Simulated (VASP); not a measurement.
# Sn3H: relaxation of cell and atoms with PBE

The system is Sn3H.

```
Sn H
1.0
    -2.97174    2.97174    2.97174
     2.97174   -2.97174    2.97174
     2.97174    2.97174   -2.97174
Sn H
3 1
Direct
  0.00000 0.50000 0.50000
  0.50000 0.00000 0.50000
  0.50000 0.50000 0.00000
  0.00000 0.00000 0.00000
```

| Property | Result |
| --- | --- |
| Program | VASP 6.6.1 |
| Task | relaxation of cell and atoms |
| Functional | PBE |
| Potentials or basis | VASP PAW PBE potentials, release 64 (Sn_d, H) |
| Cutoff | 600 eV |
| k mesh | 12 × 12 × 12 |
| Occupations | gaussian, width 0.1 eV |
| Spin | no spin polarisation |
| Dipole correction | no |
| Further INCAR settings | ALGO = Normal; EDIFF = 1e-06; IBRION = 2; EDIFFG = -0.01; NSW = 100; ISIF = 3 |

- Relaxed volume: 26.20 Å³/atom
- Relaxed cell: a = 5.144 Å, b = 5.144 Å, c = 5.144 Å, α = 109.47°, β = 109.47°, γ = 109.47°
- Space group after relaxing (to 0.05 Å): Im-3m (No. 229)
- Energy gained by relaxing: 0.0 meV/atom
- Ionic steps: 2
- Pressure after relaxing: 0.0 GPa

Final structure:
```
Sn H
1.0
    -2.96998    2.96998    2.96998
     2.96998   -2.96998    2.96998
     2.96998    2.96998   -2.96998
Sn H
3 1
Direct
  0.00000 0.50000 0.50000
  0.50000 0.00000 0.50000
  0.50000 0.50000 0.00000
  0.00000 0.00000 0.00000
```

Levels at points of the mesh, in eV from the Fermi level:
| k point | band 18 | band 19 | band 20 | band 21 | band 22 | band 23 | band 24 | band 25 |
| --- | --- | --- | --- | --- | --- | --- | --- | --- |
| (0.00, 0.00, 0.00) | -4.33 | -2.55 | -2.55 | -2.55 | -1.77 | 0.31 | 0.31 | 0.31 |
| (0.50, 0.00, 0.00) | -5.53 | -3.34 | -3.08 | -0.62 | 0.38 | 1.12 | 1.58 | 1.98 |
| (0.50, 0.50, 0.50) | -4.71 | -4.20 | -4.20 | -4.20 | -0.05 | 1.89 | 1.89 | 1.89 |

Run time: 4.4 min on 1 thread of Intel Xeon 6975P-C, on a shared host, peak memory 0.39 GiB.

Caveat: spin-orbit coupling is left out, which moves the levels of the heavy elements.
